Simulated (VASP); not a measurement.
A run of VASP 6.6.1 is set up as follows.

Contents of INCAR:

```
SYSTEM = CsSnBr3
ALGO = Normal
EDIFF = 1E-7
EDIFFG = -0.005
ENCUT = 500
GGA = PE
GGA_COMPAT = .FALSE.
IBRION = 2
ISIF = 3
ISMEAR = -1
LASPH = .TRUE.
LCHARG = .FALSE.
LREAL = .FALSE.
LWAVE = .FALSE.
NELM = 120
NELMIN = 4
NSW = 80
PREC = Accurate
SIGMA = 0.02
```

KPOINTS

```
k-points
0
G
  4 4 4
  0 0 0
```

Contents of POSCAR:

```
CsSnBr3
1.0
    5.1895000000      0.0000000000      0.0000000000
    0.0000000000      5.1895000000      0.0000000000
    0.0000000000      0.0000000000      5.1895000000
Cs Sn Br
1 1 3
Direct
    0.0000000000      0.0000000000      0.0000000000
    0.5000000000      0.5000000000      0.5000000000
    0.5000000000      0.5000000000      0.0000000000
    0.5000000000      0.0000000000      0.5000000000
    0.0000000000      0.5000000000      0.5000000000
```

Potentials or basis: VASP PAW PBE potentials, release 64 (Cs_sv, Sn_d, Br).

Launch:

```bash
$ cat potpaw_PBE.64/Cs_sv/POTCAR potpaw_PBE.64/Sn_d/POTCAR potpaw_PBE.64/Br/POTCAR > POTCAR
$ mpirun -np 1 vasp_std > vasp.out
```

(1) What does it give for the relaxed cell?

(2) What does it give for the band gap on the k mesh?

(3) What does it give for the relaxed volume?

Results:

(1) a = 5.907 Å, b = 5.907 Å, c = 5.907 Å, α = 90.00°, β = 90.00°, γ = 90.00°.

(2) 0.67 eV, direct.

(3) 41.21 Å³/atom.

Caveat: the volume moved by over 15 % at a fixed basis, so the end points are rough; spin-orbit coupling is left out, which moves the levels of the heavy elements.
